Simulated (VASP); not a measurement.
Runs of VASP 6.6.1 on Al3InAs4. The structure is that of space group I-42m (No. 121), or close to it. The cells are those of the table. 

```tsv
cell	k mesh	smearing	gap on the mesh (eV)	pressure (GPa)	largest force (eV/Å)
a = 7.142 Å, angles 131.8, 131.8, 70.6°, 8 atoms	8 × 8 × 8	gaussian 0.02 eV	1.15	0.1	0.01
a = 5.835, b = 5.836, c = 7.140 Å, angles 114.2, 114.1, 90.0°, 8 atoms	4 × 4 × 4	gaussian 0.1 eV	(a)	0.2	0.01
a = 5.837, b = 5.837, c = 7.142 Å, angles 114.1, 114.1, 90.0°, 8 atoms	4 × 4 × 4	gaussian 0.1 eV	1.15	0.1	0.01
a = 7.142 Å, angles 131.8, 131.8, 70.6°, 8 atoms	4 × 4 × 4	gaussian 0.1 eV	1.15	0.1	0.01
```

Alike in all rows: task single point; level PBE; potentials or basis VASP PAW PBE potentials, release 64 (Al, In_d, As); no spin polarisation; cutoff (eV) 520.

Task: Fill in the values left out.

Result: (a) 1.16.

Caveats: spin-orbit coupling is left out, which moves the levels of the heavy elements.

A k mesh can miss the band edges, and the runs leave out spin-orbit coupling on As, In.
